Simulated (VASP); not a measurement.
Here is a VASP 6.6.1 calculation.

The input INCAR:

```
PREC = Accurate ; ENCUT = 520
EDIFF = 1E-6 ; ISMEAR = 0
SIGMA = 0.05 ; LREAL = False
LASPH = True ; NELM = 100
ALGO = Normal ; ISIF = 2
LWAVE = False ; LCHARG = False
GGA = PE ; NBANDS = 11
```

KPOINTS

```
Automatic mesh
0
Gamma
  10 10 10
```

The input POSCAR:

```
AlN
1.0
    0.0000000000      2.1839935596      2.1839935596
    2.1839935596      0.0000000000      2.1839935596
    2.1839935596      2.1839935596      0.0000000000
Al N
1 1
Direct
   -0.0264355298     -0.0264355298     -0.0264355298
    0.7500000000      0.7500000000      0.7500000000
```

Potentials or basis: VASP PAW PBE potentials, release 64 (Al, N).

Command:

```console
$ cat potpaw_PBE.64/Al/POTCAR potpaw_PBE.64/N/POTCAR > POTCAR
$ mpirun -np 1 vasp_std > vasp.out
```

Q: Estimate the pressure.

A: 11.4 GPa.

Q: Predict the band gap on the k mesh.

A: 3.05 eV, indirect (least direct gap 3.85 eV).

Q: Estimate the largest force.

A: 4.775 eV/Å.

Stress tensor (GPa, compression positive):
```
11.45 13.73 13.73
13.73 11.45 13.73
13.73 13.73 11.45
```

Caveat: the cell differs from its parent crystal (all Al atoms moved -0.200 Å, as atom 1 along Cartesian [1 1 1]); forces of over 1 eV/Å act on the atoms, so gaps and moduli don't describe the material at rest. A k mesh can miss the band edges.
